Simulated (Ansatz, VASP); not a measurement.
## One calculation of SrCl2, two programs

```
CELL_PARAMETERS angstrom
0.00000 3.76434 3.34608
3.76434 0.00000 3.34608
3.76434 3.76434 0.00000
ATOMIC_POSITIONS crystal
Sr 0.00000 0.00000 0.00000
Cl 0.25000 0.25000 0.25000
Cl 0.75000 0.75000 0.75000
```

Change from the starting cell: strain +0.080 along x and y, -0.040 along z, atoms carried along.

Alike in both runs: task single point; functional r2SCAN; k mesh 6 × 6 × 6; occupations gaussian, width 0.05 eV; no spin polarisation.

```csv
,VASP,Ansatz
version,VASP 6.6.1,Ansatz 0.2.0
potentials or method,"VASP PAW PBE potentials, release 64 (Sr_sv, Cl), cutoff 520 eV","scalar-relativistic, plane waves, PAW"
valence electrons in the cell,24,24
```

```csv
,VASP,Ansatz,Ansatz less VASP
gap on the k mesh at the Fermi level (eV),4.81,4.81,-0.004
least direct gap on the mesh (eV),5.01,5.01,-0.005
pressure (GPa),-2.9,-2.9,-0.01
"traceless stress, the component that is largest in VASP (GPa)",3.86,3.88,+0.015
```

VASP's potentials were made for PBE, not for r2SCAN.
